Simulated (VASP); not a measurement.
# Be16H (a cell with a defect) in VASP: single point with PBE

Aim: the single point of Be16H (a cell with a defect) with PBE.

Program: VASP 6.6.1. These are calculated values, not measurements. Logs are shortened: lines on timing, memory, paths and dates and some standing lists are left out, and cuts for length are marked.

## Step 1: The cell of the first run

The cell holds a defect, 17 atoms: a = 4.580 Å, b = 3.966 Å, c = 7.177 Å, α = 90.00°, β = 90.00°, γ = 90.00°.

## Step 2: Single point, PBE

The input, INCAR:

```
PREC     = Accurate       # precision mode
ENCUT    = 520            # plane-wave cutoff, eV
EDIFF    = 1E-7           # SCF threshold, eV
ISMEAR   = -1             # smearing method
SIGMA    = 0.15           # smearing width, eV
LREAL    = Auto         
LASPH    = True           # aspherical terms in the spheres
NELM     = 60             # most SCF steps
ALGO     = Normal         # electronic algorithm
ISIF     = 2              # what is computed and relaxed
LWAVE    = False          # write WAVECAR
LCHARG   = False          # write CHGCAR
GGA      = PE             # functional
NBANDS   = 30             # bands
```

The input, KPOINTS:

```
regular mesh
0
Gamma
  4 4 3
```

The input, POSCAR:

```
Be16H
1.0
   -2.2900000000     -3.9663960000      0.0000000000
    3.4350000000     -1.9831980000      0.0000000000
    0.0000000000      0.0000000000      7.1768600000
Be H
16 1
Direct
    0.7482821057      0.5062847226     -0.0009091720
    0.4914422030      0.3481501150      0.2397881525
    0.7632944931      0.5312030245      0.5049615013
    0.4948818945      0.3405733736      0.7541153095
    0.4954938693      0.0059545737      0.0010051750
    0.2453199006      0.8354234563      0.2487321754
    0.4872104111     -0.0264937871      0.5064988031
    0.2448122444      0.8388233012      0.7508991397
    0.2446699874      0.5111773715     -0.0040223719
    0.0088428228      0.3393225805      0.2444936922
    0.2314683770      0.5114263707      0.5005623629
   -0.0021137051      0.3414947934      0.7508206932
   -0.0021943607      0.0077484465     -0.0017793297
    0.7543712676      0.8337613399      0.2453426708
    0.0061611052      0.0148651910      0.5007807035
    0.7478932586      0.8435305858      0.7521864715
    0.6143482987      0.2563815441      0.4167962034
```

Potentials or basis: VASP PAW PBE potentials, release 64 (Be, H).

Run with:

```bash
> cat potpaw_PBE.64/Be/POTCAR potpaw_PBE.64/H/POTCAR > POTCAR
> mpirun -np 1 vasp_std > vasp.out
```

OUTCAR:

```text
PREC = Accurate
   ENCUT = 520
   EDIFF = 1E-7
   ISMEAR = -1
   LREAL = Auto
   LASPH = True
   NELM = 60
   ISIF = 2
   GGA = PE

 ion  position               nearest neighbor table
   1  0.748  0.506  0.999-   2 2.18  14 2.19   4 2.21  12 2.22  16 2.22  10 2.23   9 2.27  13 2.28
                            13 2.29   5 2.30   5 2.30   9 2.31
   2  0.491  0.348  0.240-  17 1.44   9 2.18   1 2.18   5 2.19  10 2.21   6 2.24  14 2.27  11 2.31
                             6 2.33  14 2.37  10 2.37   3 2.39
   3  0.763  0.531  0.505-  17 1.43  11 2.15   7 2.16  16 2.17  12 2.20  14 2.22  15 2.22   4 2.30
                            10 2.31  15 2.33   2 2.39
   4  0.495  0.341  0.754-   9 2.19   1 2.21   5 2.21  12 2.28   8 2.28  11 2.29  16 2.29   8 2.30
                             7 2.30   3 2.30  12 2.30  16 2.31
   5  0.495  0.006  0.001-   2 2.19   4 2.21   6 2.22  16 2.22  14 2.22   8 2.23   9 2.27  13 2.28
                             1 2.30   1 2.30  13 2.30   9 2.31
   6  0.245  0.835  0.249-  11 2.22   5 2.22   9 2.22   7 2.22  15 2.23  13 2.23   2 2.24  10 2.25
                            14 2.25  10 2.27   2 2.33  14 2.33
   7  0.487  0.974  0.506-  17 1.42   8 2.14   3 2.16  11 2.18  16 2.19  15 2.21   6 2.22   4 2.30
                            14 2.31  15 2.38
   8  0.245  0.839  0.751-   7 2.14   9 2.19  13 2.21  15 2.21  11 2.22   5 2.23  12 2.27  16 2.28
                             4 2.28  12 2.29   4 2.30  16 2.30
   9  0.245  0.511  0.996-   2 2.18   8 2.19   4 2.19  10 2.19  12 2.20   6 2.22  13 2.27   1 2.27
                             5 2.27  13 2.29   1 2.31   5 2.31
  10  0.009  0.339  0.244-   9 2.19  13 2.20  11 2.21   2 2.21   1 2.23  15 2.24   6 2.25   6 2.27
                            14 2.28   3 2.31  14 2.32   2 2.37
  11  0.231  0.511  0.501-   3 2.15   7 2.18  12 2.20  10 2.21   8 2.22   6 2.22  15 2.22  15 2.25
                             4 2.29   2 2.31
  12  0.998  0.341  0.751-  11 2.20   9 2.20   3 2.20  15 2.21  13 2.21   1 2.22   8 2.27   4 2.28
                            16 2.28   8 2.29  16 2.30   4 2.30
  13  0.998  0.008  0.998-  16 2.20  10 2.20  14 2.21   8 2.21  12 2.21   6 2.23   9 2.27   5 2.28
                             1 2.28   1 2.29   9 2.29   5 2.30
  14  0.754  0.834  0.245-   1 2.19  13 2.21   3 2.22   5 2.22   6 2.25   2 2.27  10 2.28  15 2.28
                             7 2.31  10 2.32   6 2.33   2 2.37
  15  0.006  0.015  0.501-   7 2.21  12 2.21   8 2.21   3 2.22  11 2.22   6 2.23  10 2.24  11 2.25
                            16 2.26  14 2.28   3 2.33   7 2.38
  16  0.748  0.844  0.752-   3 2.17   7 2.19  13 2.20   1 2.22   5 2.22  15 2.26   8 2.28  12 2.28
                             4 2.29  12 2.30   8 2.30   4 2.31
  17  0.614  0.256  0.417-   7 1.42   3 1.43   2 1.44

  LATTYP: Found a simple orthorhombic cell.
 ALAT       =     3.9663962620
 B/A-ratio  =     1.1547004875
 C/A-ratio  =     1.8094157835

  Lattice vectors:

 A1 = (  -3.4350000000,   1.9831980000,   0.0000000000)
 A2 = (  -2.2900000000,  -3.9663960000,   0.0000000000)
 A3 = (   0.0000000000,   0.0000000000,   7.1768600000)
[... 171 lines left out ...]
   EFERMI =   0.00;   METHOD = LEGACY
   ISMEAR =    -1;   SIGMA  =   0.15  broadening in eV -4-tet -1-fermi 0-gaus
   EFERMI_NEDOS =   21; number of points for ismear=-14 and -15
   IALGO  =     38    algorithm
   IMIX   =      4    mixing-type and parameters
     AMIX     =   0.40;   BMIX     =  1.00
     AMIX_MAG =   1.60;   BMIX_MAG =  1.00
  volume/ion in A,a.u.               =       7.67        51.75
  Fermi-wavevector in a.u.,A,eV,Ry     =   1.035573  1.956950 14.591049  1.072412
  Thomas-Fermi vector in A             =   2.169923
   LORBIT       =      0    0 simple, 1 ext, 2 COOP (PROOUT), +10 PAW based schemes
   GGA     = PE    functional components
   LHFCALC =     F    Hartree Fock is set to
   AEXX    =    0.0000 exact exchange contribution
   IVDW    =     0    specifies the selected vdW correction
   LEPSILON=     F    determine dielectric tensor
   LRPA    =     F    only Hartree local field effects (RPA)
 non-spin polarized calculation
  energy-cutoff  :      520.00
  volume of cell :      130.38
 maximum number of plane-waves:      3529
 NGX is ok and might be reduce to    36
   NGX = 17   NGY = 15   NGZ = 27

 number of electron      33.0000000 magnetization

 Free energy of the ion-electron system (eV)
  ---------------------------------------------------
  ext. energy  EPLUGINS =         0.00000000
  ---------------------------------------------------
  free energy    TOTEN  =       -61.61705909 eV

  energy without entropy =      -61.44836156  energy(sigma->0) =      -61.53271032

 E-fermi :   7.3480     XC(G=0): -10.5786

 val. band max:        7.2804008294   @ k =   0.0000   0.2500   0.0000
 cond. band min:       7.3944085116   @ k =   0.0000   0.2500   0.3333
 fundamental gap:      0.1140076821
 Fermi energy:         7.3480091697

 k-point     1 :       0.0000    0.0000    0.0000
  band No.  band energies     occupation
      1      -4.9933      2.00000
      2      -2.9549      2.00000
      3      -2.2052      2.00000
      4      -0.1012      2.00000
      5       0.9569      2.00000
      6       1.4702      2.00000
[... 733 lines left out ...]
     27      13.1584      0.00000
     28      13.3615      0.00000

 [... further k-points ...]

 [bands above 28 left out]

------------------------ aborting loop because EDIFF is reached ----------------------------------------

  FORCE on cell =-STRESS in cart. coord.  units (eV):
  Direction    XX          YY          ZZ          XY          YZ          ZX
  --------------------------------------------------------------------------------------
  -------------------------------------------------------------------------------------
  Total        1.4395270      0.8761543      1.2150487     -0.2011335      0.2821599      0.4945412
  in kB       17.6902664     10.7670104     14.9316647     -2.4717188      3.4674475      6.0773892
  external PRESSURE =      14.4629805 kB  Pullay stress =       0.0000000 kB

 VOLUME and BASIS-vectors are now :
 -----------------------------------------------------------------------------
  energy-cutoff  :      520.00
  volume of cell :      130.38
      direct lattice vectors                 reciprocal lattice vectors
    -2.290000000 -3.966396000  0.000000000    -0.109170306 -0.189088533  0.000000000
     3.435000000 -1.983198000  0.000000000     0.218340611 -0.126059022  0.000000000
     0.000000000  0.000000000  7.176860000     0.000000000  0.000000000  0.139336702

 POSITION                                       TOTAL-FORCE (eV/Angst)
 -----------------------------------------------------------------------------------
      0.02552     -3.97205      7.17033        -0.003336     -0.002532      0.004543
      0.07049     -2.63970      1.72093        -0.009468      0.014446     -0.017646
      0.07674     -4.08101      3.62404         0.000814      0.002157      0.020230
      0.03659     -2.63832      5.41218        -0.003170     -0.001758     -0.008244
     -1.11423     -1.97713      0.00721        -0.005936     -0.002513     -0.006042
      2.30790     -2.62985      1.78512        -0.004882     -0.006716     -0.003042
[... 9 lines left out ...]
      1.18485     -4.63933      5.39834         0.000742     -0.005955      0.000947
     -0.52619     -2.94520      2.99129         0.051478      0.005684      0.011057
 -----------------------------------------------------------------------------------
    total drift:                                0.002406     -0.001020     -0.000487

  FREE ENERGIE OF THE ION-ELECTRON SYSTEM (eV)
  ---------------------------------------------------
  free  energy   TOTEN  =       -61.6170590936 eV

  energy  without entropy=      -61.4483615557  energy(sigma->0) =      -61.53271032
```

stdout:

```text
POSCAR found type information on POSCAR BeH
 POSCAR found :  2 types and      17 ions
 scaLAPACK will be used
 LDA part: xc-table for (Slater+PW92), standard interpolation
 POSCAR, INCAR and KPOINTS ok, starting setup
 FFT: planning ... GRIDC
 FFT: planning ... GRID_SOFT
 FFT: planning ... GRID
 WAVECAR not read
 entering main loop
```

It took 3.9 min on 1 thread of AMD EPYC 7R13, shared host; peak memory 0.23 GiB.

Results:

| Quantity | Value |
| --- | --- |
| Free energy | -61.6171 eV |
| Pressure | 1.4 GPa |
| Largest force | 0.053 eV/Å |
| Band gap on the k mesh | zero (an odd number of electrons rules out a gap without spin polarisation) |

Forces on the atoms (eV/Å):
```
Be  -0.003 -0.003  0.005
Be  -0.009  0.014 -0.018
Be   0.001  0.002  0.020
Be  -0.003 -0.002 -0.008
Be  -0.006 -0.003 -0.006
Be  -0.005 -0.007 -0.003
Be  -0.005  0.007  0.001
Be  -0.005 -0.002 -0.002
Be  -0.002 -0.001 -0.004
Be   0.002  0.004  0.006
Be  -0.012 -0.004 -0.007
Be  -0.004 -0.002  0.001
Be  -0.001 -0.003  0.002
Be   0.005 -0.005  0.005
Be  -0.004  0.003 -0.003
Be   0.001 -0.006  0.001
H    0.051  0.006  0.011
```

Stress tensor (GPa, compression positive):
```
 1.77 -0.25  0.61
-0.25  1.08  0.35
 0.61  0.35  1.49
```

Levels at points of the mesh, in eV from the Fermi level:
| k point | band 12 | band 13 | band 14 | band 15 | band 16 | band 17 | band 18 | band 19 | band 20 | band 21 |
| --- | --- | --- | --- | --- | --- | --- | --- | --- | --- | --- |
| (0.00, 0.00, 0.00) | -4.21 | -4.05 | -3.70 | -0.47 | 0.11 | 0.40 | 0.57 | 0.71 | 1.05 | 1.35 |
| (0.50, 0.00, 0.00) | -2.65 | -2.51 | -2.43 | -2.35 | -2.32 | -0.26 | 0.31 | 0.43 | 0.48 | 0.59 |
| (0.00, 0.50, 0.00) | -4.03 | -3.76 | -3.68 | -2.70 | -2.61 | -0.31 | 0.62 | 0.73 | 0.87 | 0.91 |
| (0.50, 0.50, 0.00) | -6.36 | -1.59 | -1.02 | -0.95 | -0.84 | 0.22 | 0.43 | 0.58 | 0.65 | 3.59 |

Caveat: the k points lie up to 0.40 Å⁻¹ apart, too coarse for converged energies and pressures of a metal.

The gap in the log of VASP goes by the Fermi energy; the results here count the filled bands.